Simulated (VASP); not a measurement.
Input of a VASP 6.6.1 run:

Contents of INCAR:

```
PREC = Accurate
ENCUT = 520
EDIFF = 1E-6
ISMEAR = 0
SIGMA = 0.05
LREAL = F
LASPH = T
NELM = 100
ALGO = Normal
ISIF = 2
LWAVE = F
LCHARG = T
GGA = PS
LELF = T
LVHAR = T
NBANDS = 23
```

File KPOINTS:

```
Automatic mesh
0
Gamma
  10 10 8
```

File POSCAR:

```
HfN
1.0
    3.8567057347      0.0000000000      0.0000000000
    0.0000000000      3.8567057347      0.0000000000
    0.0000000000      0.0000000000      4.8184718836
Hf N
2 2
Direct
    0.5000000000      0.0000000000      0.1768716561
    0.0000000000      0.5000000000      0.8231283439
    0.0000000000      0.0000000000      0.0000000000
    0.5000000000      0.5000000000      0.0000000000
```

Potentials or basis: VASP PAW PBE potentials, release 64 (Hf_pv, N).

Command:

```bash
$ cat potpaw_PBE.64/Hf_pv/POTCAR potpaw_PBE.64/N/POTCAR > POTCAR
$ mpirun -np 1 vasp_std > vasp.out
```

(1) What does it give for the band gap on the k mesh?

(2) What does it give for the pressure?

(3) What does it give for the largest force?

Answers

(1) zero (band 15 reaches 4.81 eV, above the bottom of band 16 at 2.63 eV).

(2) -5.6 GPa.

(3) 0.568 eV/Å.

Caveat: the PAW data sets were made with another functional, which shifts forces and pressure a little; spin-orbit coupling is left out, which moves the levels of the heavy elements.
